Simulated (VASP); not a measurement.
# Ge (I4_1/amd) in VASP: a series of runs, part 2 of 2

VASP 6.6.1. The steps go on from the part before.

### Step 3. Single point, PBE (strain +0.040 along x and y, -0.080 along z)

Input file INCAR:

```
SYSTEM = Ge
PREC = Accurate ; ENCUT = 500
EDIFF = 1E-6 ; ISMEAR = 0
SIGMA = 0.15 ; LREAL = .FALSE.
LASPH = .TRUE. ; NELM = 120
ALGO = Normal ; ISIF = 2
LWAVE = .FALSE. ; LCHARG = .TRUE.
GGA = PE ; LELF = .TRUE.
LVHAR = .TRUE. ; NBANDS = 21
GGA_COMPAT = .FALSE.
```

Input file KPOINTS:

```
Automatic mesh
0
G
  14 14 14
  0 0 0
```

Input file POSCAR:

```
Ge
1.0
    0.0000000000      2.9419208000      2.6024684000
    2.9419208000      0.0000000000      2.6024684000
    2.9419208000      2.9419208000      0.0000000000
Ge
2
Direct
    0.5000000000      0.5000000000      0.5000000000
    0.7500000000      0.7500000000      0.7500000000
```

Potentials or basis: VASP PAW PBE potentials, release 64 (Ge_d).

The run is started by

```sh
cat potpaw_PBE.64/Ge_d/POTCAR > POTCAR
mpirun -np 1 vasp_std > vasp.out
```

OUTCAR:

```text
SYSTEM = Ge
   PREC = Accurate
   ENCUT = 500
   EDIFF = 1E-6
   ISMEAR = 0
   LREAL = .FALSE.
   LASPH = .TRUE.
   NELM = 120
   ISIF = 2
   GGA = PE

 ion  position               nearest neighbor table
   1  0.500  0.500  0.500-   2 2.45   2 2.45   2 2.45   2 2.45
   2  0.750  0.750  0.750-   1 2.45   1 2.45   1 2.45   1 2.45

  LATTYP: Found a body centered tetragonal cell.
 ALAT       =     4.1605042948
 C/A-ratio  =     1.2510350744

  Lattice vectors:

 A1 = (   0.0000000000,  -2.9419208000,  -2.6024684000)
 A2 = (   0.0000000000,   2.9419208000,  -2.6024684000)
 A3 = (   2.9419208000,   0.0000000000,   2.6024684000)

Analysis of symmetry for initial positions (statically):
=====================================================================
 Subroutine PRICEL returns:
 Original cell was already a primitive cell.

 Routine SETGRP: Setting up the symmetry group for a
 body centered tetragonal supercell.

 Subroutine GETGRP returns: Found 16 space group operations
 (whereof  8 operations were pure point group operations)
 out of a pool of 16 trial point group operations.

The static configuration has the point symmetry D_2d.
 The point group associated with its full space group is D_4h.

Analysis of symmetry for dynamics (positions and initial velocities):
=====================================================================
 Subroutine PRICEL returns:
 Original cell was already a primitive cell.

 Routine SETGRP: Setting up the symmetry group for a
 body centered tetragonal supercell.

 Subroutine GETGRP returns: Found 16 space group operations
 (whereof  8 operations were pure point group operations)
 out of a pool of 16 trial point group operations.

The dynamic configuration has the point symmetry D_2d.
 The point group associated with its full space group is D_4h.

 Subroutine INISYM returns: Found 16 space group operations
 (whereof  8 operations are pure point group operations),
 and found     1 'primitive' translations

[... 110 lines left out ...]
   EFERMI_NEDOS =   21; number of points for ismear=-14 and -15
   IALGO  =     38    algorithm
   IMIX   =      4    mixing-type and parameters
     AMIX     =   0.40;   BMIX     =  1.00
     AMIX_MAG =   1.60;   BMIX_MAG =  1.00
  volume/ion in A,a.u.               =      22.52       152.00
  Fermi-wavevector in a.u.,A,eV,Ry     =   1.397124  2.640182 26.557977  1.951956
  Thomas-Fermi vector in A             =   2.520411
   LORBIT       =      0    0 simple, 1 ext, 2 COOP (PROOUT), +10 PAW based schemes
   GGA     = PE    functional components
   LHFCALC =     F    Hartree Fock is set to
   AEXX    =    0.0000 exact exchange contribution
   IVDW    =     0    specifies the selected vdW correction
   LEPSILON=     F    determine dielectric tensor
   LRPA    =     F    only Hartree local field effects (RPA)
 non-spin polarized calculation
 Gauss-broadening in eV      SIGMA  =   0.15
  energy-cutoff  :      500.00
  volume of cell :       45.05
 maximum number of plane-waves:      1166
 NGX is ok and might be reduce to    30
   NGX = 15   NGY = 15   NGZ = 15

 number of electron      28.0000030 magnetization

 Free energy of the ion-electron system (eV)
  ---------------------------------------------------
  ext. energy  EPLUGINS =         0.00000000
  ---------------------------------------------------
  free energy    TOTEN  =        -8.92171165 eV

  energy without entropy =       -8.91984136  energy(sigma->0) =       -8.92077650

 E-fermi :   5.0588     XC(G=0):  -9.9714

 val. band max:        5.0065598286   @ k =   0.5000   0.0000   0.0000
 cond. band min:       5.0589914383   @ k =   0.4286  -0.0000   0.0000
 fundamental gap:      0.0524316097
 Fermi energy:         5.0587709446

 k-point     1 :       0.0000    0.0000    0.0000
  band No.  band energies     occupation
      1     -19.8047      2.00000
      2     -19.7728      2.00000
      3     -19.7728      2.00000
      4     -19.7536      2.00000
      5     -19.7410      2.00000
      6     -19.5601      2.00000
[... 565 lines left out ...]
     20      14.5438      0.00000
     21      14.6102      0.00000

 [... further k-points ...]

------------------------ aborting loop because EDIFF is reached ----------------------------------------

  FORCE on cell =-STRESS in cart. coord.  units (eV):
  Direction    XX          YY          ZZ          XY          YZ          ZX
  --------------------------------------------------------------------------------------
  -------------------------------------------------------------------------------------
  Total        0.4484563      0.4484563      2.2149894      0.0000000      0.0000000      0.0000000
  in kB       15.9497293     15.9497293     78.7779754      0.0000000      0.0000000      0.0000000
  external PRESSURE =      36.8924780 kB  Pullay stress =       0.0000000 kB

 VOLUME and BASIS-vectors are now :
 -----------------------------------------------------------------------------
  energy-cutoff  :      500.00
  volume of cell :       45.05
      direct lattice vectors                 reciprocal lattice vectors
     0.000000000  2.941920800  2.602468400    -0.169956989  0.169956989  0.192125292
     2.941920800  0.000000000  2.602468400     0.169956989 -0.169956989  0.192125292
     2.941920800  2.941920800  0.000000000     0.169956989  0.169956989 -0.192125292

 POSITION                                       TOTAL-FORCE (eV/Angst)
 -----------------------------------------------------------------------------------
      2.94192      2.94192      2.60247        -0.000000     -0.000000      0.000000
      4.41288      4.41288      3.90370         0.000000      0.000000      0.000000
 -----------------------------------------------------------------------------------
    total drift:                                0.000000     -0.000000     -0.000000

  FREE ENERGIE OF THE ION-ELECTRON SYSTEM (eV)
  ---------------------------------------------------
  free  energy   TOTEN  =        -8.9217116520 eV

  energy  without entropy=       -8.9198413578  energy(sigma->0) =       -8.92077650
```

OSZICAR:

```text
N       E                     dE             d eps       ncg     rms          rms(c)
DAV:   1     0.190984636622E+03    0.19098E+03   -0.14305E+04 11442   0.359E+03
DAV:   2     0.185716086874E+02   -0.17241E+03   -0.16710E+03 10278   0.611E+02
DAV:   3    -0.811201444668E+01   -0.26684E+02   -0.26513E+02 11808   0.142E+02
DAV:   4    -0.899397237311E+01   -0.88196E+00   -0.88139E+00 11628   0.304E+01
DAV:   5    -0.900837071091E+01   -0.14398E-01   -0.14398E-01 11668   0.431E+00    0.316E+00
DAV:   6    -0.895038082041E+01    0.57990E-01   -0.21613E-02 11936   0.156E+00    0.187E+00
DAV:   7    -0.892002122152E+01    0.30360E-01   -0.48093E-02 11023   0.211E+00    0.141E-01
DAV:   8    -0.892152347330E+01   -0.15023E-02   -0.62365E-03 11723   0.105E+00    0.449E-02
DAV:   9    -0.892170000388E+01   -0.17653E-03   -0.21988E-04 11548   0.147E-01    0.143E-02
DAV:  10    -0.892170960254E+01   -0.95987E-05   -0.28192E-05 12400   0.722E-02    0.576E-03
DAV:  11    -0.892171143050E+01   -0.18280E-05   -0.57074E-06  9819   0.296E-02    0.294E-03
DAV:  12    -0.892171165202E+01   -0.22153E-06   -0.46299E-07  8468   0.959E-03
   1 F= -.89217117E+01 E0= -.89207765E+01  d E =-.187029E-02
```

It took 5 min on 1 thread of Intel Xeon 8259CL, shared host; peak memory 0.3 GiB.

What came out:

| Quantity | Value |
| --- | --- |
| Free energy | -8.9217 eV |
| Pressure | 3.7 GPa |
| Band gap on the k mesh | zero (bands 14 and 15 overlap by 0.31 eV) |

Levels at points of the mesh, in eV from the Fermi level:
```
           k point  band 12  band 13  band 14  band 15  band 16  band 17
(0.00, 0.00, 0.00)    -0.29    -0.29    -0.06     0.54     2.22     2.82
(0.50, 0.00, 0.00)    -7.62    -1.91    -0.93    -0.05     3.37     4.37
(0.50, 0.50, 0.00)    -8.52    -3.63    -3.63     0.14     0.14     9.56
(0.50, 0.00, 0.50)    -9.09    -2.76    -2.76     1.09     1.09     8.81
```

Caveat: the cell differs from its parent crystal (strain +0.040 along x and y, -0.080 along z); the cell stands under pressure; semilocal functionals underestimate gaps, so a narrow gap can read as zero.

### Step 4. Single point, PBE (strain +0.040 along x and y, -0.040 along z)

Input file INCAR:

```
PREC = Accurate
ENCUT = 500
EDIFF = 1E-6
ISMEAR = 0
SIGMA = 0.15
LREAL = False
LASPH = True
NELM = 120
ALGO = Normal
ISIF = 2
LWAVE = False
LCHARG = False
GGA = PE
NBANDS = 21
GGA_COMPAT = False
```

Input file KPOINTS:

```
regular mesh
0
Gamma
  14 14 14
```

Input file POSCAR:

```
Ge
1.0
    0.0000000000      2.9419208000      2.7156192000
    2.9419208000      0.0000000000      2.7156192000
    2.9419208000      2.9419208000      0.0000000000
Ge
2
Direct
    0.5000000000      0.5000000000      0.5000000000
    0.7500000000      0.7500000000      0.7500000000
```

The run is started by

```sh
cat potpaw_PBE.64/Ge_d/POTCAR > POTCAR
mpirun -np 1 vasp_std > vasp.out
```

Wall time 5.3 min (1 thread of Intel Xeon 8259CL, shared host); peak memory 0.3 GiB.

Results (log left out):

```
Free energy            : -8.9959 eV
Pressure               : 0.9 GPa
Band gap on the k mesh : zero (bands 14 and 15 overlap by 0.08 eV)
```

Stress tensor (GPa, compression positive):
```
-0.67  0.00  0.00
 0.00 -0.67  0.00
 0.00  0.00  3.94
```

Levels at points of the mesh, in eV from the Fermi level:
```csv
k point,band 10,band 11,band 12,band 13,band 14,band 15,band 16,band 17,band 18,band 19
"(0.00, 0.00, 0.00)",-24.56,-12.52,-0.39,-0.22,-0.22,0.34,2.27,2.67,2.67,6.31
"(0.50, 0.00, 0.00)",-24.53,-10.51,-7.46,-1.70,-1.06,-0.06,3.47,4.03,7.15,9.91
"(0.50, 0.50, 0.00)",-24.55,-8.54,-8.54,-3.32,-3.32,0.38,0.38,9.20,9.20,11.32
"(0.50, 0.00, 0.50)",-24.53,-8.89,-8.89,-2.77,-2.77,0.98,0.98,8.84,8.84,10.72
```

Caveat: the cell differs from its parent crystal (strain +0.040 along x and y, -0.040 along z); semilocal functionals underestimate gaps, so a narrow gap can read as zero.

### Step 5. Single point, PBE (strain +0.080 along x and y, -0.080 along z)

Input file INCAR:

```
SYSTEM = Ge
ALGO = Normal
EDIFF = 1E-6
ENCUT = 500
GGA = PE
GGA_COMPAT = .FALSE.
ISIF = 2
ISMEAR = 0
LASPH = .TRUE.
LCHARG = .TRUE.
LELF = .TRUE.
LREAL = .FALSE.
LVHAR = .TRUE.
LWAVE = .FALSE.
NBANDS = 21
NELM = 120
PREC = Accurate
SIGMA = 0.15
```

Input file KPOINTS:

```
k-points
0
G
  14 14 14
  0 0 0
```

Input file POSCAR:

```
Ge
1.0
    0.0000000000      3.0550716000      2.6024684000
    3.0550716000      0.0000000000      2.6024684000
    3.0550716000      3.0550716000      0.0000000000
Ge
2
Direct
    0.5000000000      0.5000000000      0.5000000000
    0.7500000000      0.7500000000      0.7500000000
```

Potentials or basis: VASP PAW PBE potentials, release 64 (Ge_d).

The run is started by

```sh
cat potpaw_PBE.64/Ge_d/POTCAR > POTCAR
mpirun -np 1 vasp_std > vasp.out
```

OUTCAR:

```text
SYSTEM = Ge
   EDIFF = 1E-6
   ENCUT = 500
   GGA = PE
   ISIF = 2
   ISMEAR = 0
   LASPH = .TRUE.
   LREAL = .FALSE.
   NELM = 120
   PREC = Accurate

 ion  position               nearest neighbor table
   1  0.500  0.500  0.500-   2 2.52   2 2.52   2 2.52   2 2.52
   2  0.750  0.750  0.750-   1 2.52   1 2.52   1 2.52   1 2.52

  LATTYP: Found a body centered tetragonal cell.
 ALAT       =     4.3205236907
 C/A-ratio  =     1.2047004420

  Lattice vectors:

[... 767 lines left out ...]

  FORCE on cell =-STRESS in cart. coord.  units (eV):
  Direction    XX          YY          ZZ          XY          YZ          ZX
  --------------------------------------------------------------------------------------
  -------------------------------------------------------------------------------------
  Total       -1.0954101     -1.0954101      1.0825404      0.0000000      0.0000000     -0.0000000
  in kB      -36.1267640    -36.1267640     35.7023223      0.0000000      0.0000000     -0.0000000
  external PRESSURE =     -12.1837352 kB  Pullay stress =       0.0000000 kB

 VOLUME and BASIS-vectors are now :
 -----------------------------------------------------------------------------
  energy-cutoff  :      500.00
  volume of cell :       48.58
      direct lattice vectors                 reciprocal lattice vectors
     0.000000000  3.055071600  2.602468400    -0.163662285  0.163662285  0.192125292
     3.055071600  0.000000000  2.602468400     0.163662285 -0.163662285  0.192125292
     3.055071600  3.055071600  0.000000000     0.163662285  0.163662285 -0.192125292

 POSITION                                       TOTAL-FORCE (eV/Angst)
 -----------------------------------------------------------------------------------
      3.05507      3.05507      2.60247        -0.000000     -0.000000     -0.000000
      4.58261      4.58261      3.90370         0.000000      0.000000      0.000000
 -----------------------------------------------------------------------------------
    total drift:                                0.000000     -0.000000     -0.000000

  FREE ENERGIE OF THE ION-ELECTRON SYSTEM (eV)
  ---------------------------------------------------
  free  energy   TOTEN  =        -8.8986827638 eV

  energy  without entropy=       -8.8959411036  energy(sigma->0) =       -8.89731193
```

OSZICAR:

```text
N       E                     dE             d eps       ncg     rms          rms(c)
DAV:   1     0.192703815675E+03    0.19270E+03   -0.14461E+04 11502   0.350E+03
DAV:   2     0.192968207626E+02   -0.17341E+03   -0.16810E+03 10298   0.614E+02
DAV:   3    -0.800815861461E+01   -0.27305E+02   -0.27132E+02 11838   0.143E+02
DAV:   4    -0.894776354124E+01   -0.93960E+00   -0.93915E+00 11623   0.312E+01
DAV:   5    -0.896356054134E+01   -0.15797E-01   -0.15797E-01 11583   0.451E+00    0.281E+00
DAV:   6    -0.892046548827E+01    0.43095E-01   -0.18807E-02 13365   0.166E+00    0.166E+00
DAV:   7    -0.889716863437E+01    0.23297E-01   -0.38681E-02 10959   0.212E+00    0.133E-01
DAV:   8    -0.889847805368E+01   -0.13094E-02   -0.60484E-03 11634   0.111E+00    0.453E-02
DAV:   9    -0.889866275185E+01   -0.18470E-03   -0.21720E-04 11409   0.142E-01    0.146E-02
DAV:  10    -0.889868045491E+01   -0.17703E-04   -0.40515E-05 11928   0.821E-02    0.506E-03
DAV:  11    -0.889868271347E+01   -0.22586E-05   -0.67239E-06 11520   0.356E-02    0.299E-03
DAV:  12    -0.889868276376E+01   -0.50294E-07   -0.42304E-07  7690   0.119E-02
   1 F= -.88986828E+01 E0= -.88973119E+01  d E =-.274166E-02
```

stdout:

```text
POSCAR found type information on POSCAR Ge
 POSCAR found :  1 types and       2 ions
 scaLAPACK will be used
 LDA part: xc-table for (Slater+PW92), standard interpolation
 POSCAR, INCAR and KPOINTS ok, starting setup
 FFT: planning ... GRIDC
 FFT: planning ... GRID_SOFT
 FFT: planning ... GRID
 WAVECAR not read
 entering main loop
```

It took 4.8 min on 1 thread of Intel Xeon 8259CL, shared host; peak memory 0.31 GiB.

Results:

```yaml
Free_energy: -8.8987 eV
Pressure: -1.2 GPa
Band_gap_on_the_k_mesh: zero (bands 14 and 15 overlap by 0.64 eV)
```

Caveat: the cell differs from its parent crystal (strain +0.080 along x and y, -0.080 along z); semilocal functionals underestimate gaps, so a narrow gap can read as zero.

### Step 6. Single point, PBE (strain +0.000 along x and y, +0.080 along z)

Input file INCAR:

```
SYSTEM = Ge
PREC = Accurate
ENCUT = 500
EDIFF = 1E-6
ISMEAR = 0
SIGMA = 0.15
LREAL = .False.
LASPH = .True.
NELM = 120
ALGO = Normal
ISIF = 2
LWAVE = .False.
LCHARG = .False.
GGA = PE
NBANDS = 21
GGA_COMPAT = .False.
```

Input file KPOINTS:

```
regular mesh
0
Gamma
  14 14 14
  0 0 0
```

Input file POSCAR:

```
Ge
1.0
    0.0000000000      2.8287700000      3.0550716000
    2.8287700000      0.0000000000      3.0550716000
    2.8287700000      2.8287700000      0.0000000000
Ge
2
Direct
    0.5000000000      0.5000000000      0.5000000000
    0.7500000000      0.7500000000      0.7500000000
```

Potentials or basis: VASP PAW PBE potentials, release 64 (Ge_d).

The run is started by

```sh
cat potpaw_PBE.64/Ge_d/POTCAR > POTCAR
mpirun -np 1 vasp_std > vasp.out
```

Run time: 4.2 min. Hardware: 1 thread of Intel Xeon 8259CL, shared host; peak memory 0.31 GiB.

Results (log left out):

```
Free energy            : -8.9908 eV
Pressure               : -1.3 GPa
Band gap on the k mesh : zero (bands 14 and 15 overlap by 0.34 eV)
```

Stress tensor (GPa, compression positive):
```
 0.49  0.00  0.00
 0.00  0.49  0.00
 0.00  0.00 -4.99
```

Levels at points of the mesh, in eV from the Fermi level:
| k point | band 12 | band 13 | band 14 | band 15 | band 16 | band 17 |
| --- | --- | --- | --- | --- | --- | --- |
| (0.00, 0.00, 0.00) | -0.73 | -0.43 | 0.19 | 0.19 | 2.40 | 2.40 |
| (0.50, 0.00, 0.00) | -7.29 | -1.64 | -0.97 | -0.15 | 3.59 | 3.89 |
| (0.50, 0.50, 0.00) | -8.85 | -2.48 | -2.48 | 1.22 | 1.22 | 8.77 |
| (0.50, 0.00, 0.50) | -8.51 | -2.98 | -2.98 | 0.64 | 0.64 | 8.61 |

Caveat: the cell differs from its parent crystal (strain +0.000 along x and y, +0.080 along z); semilocal functionals underestimate gaps, so a narrow gap can read as zero.

### Step 7. Summary

| cell | gap on the mesh (eV) | pressure (GPa) |
| --- | --- | --- |
| a = 4.088, b = 4.088, c = 3.840 Å, angles 62.0, 62.0, 56.0°, 2 atoms | none | 3.9 |
| a = 3.928, b = 3.928, c = 4.161 Å, angles 58.0, 58.0, 64.0°, 2 atoms | none | 3.7 |
| a = 4.004, b = 4.004, c = 4.161 Å, angles 58.7, 58.7, 62.6°, 2 atoms | none | 0.9 |
| a = 4.013, b = 4.013, c = 4.321 Å, angles 57.4, 57.4, 65.1°, 2 atoms | none | -1.2 |
| a = 4.164, b = 4.164, c = 4.000 Å, angles 61.3, 61.3, 57.4°, 2 atoms | none | -1.3 |

Alike in all rows: task single point; level PBE; potentials or basis VASP PAW PBE potentials, release 64 (Ge_d); no spin polarisation; k mesh 14 × 14 × 14; cutoff (eV) 500; smearing gaussian 0.15 eV.

Caveats: semilocal functionals underestimate gaps, so a narrow gap can read as zero; the cell stands under pressure (at least some runs).

Absolute energies hang on the potentials; compare differences alone.
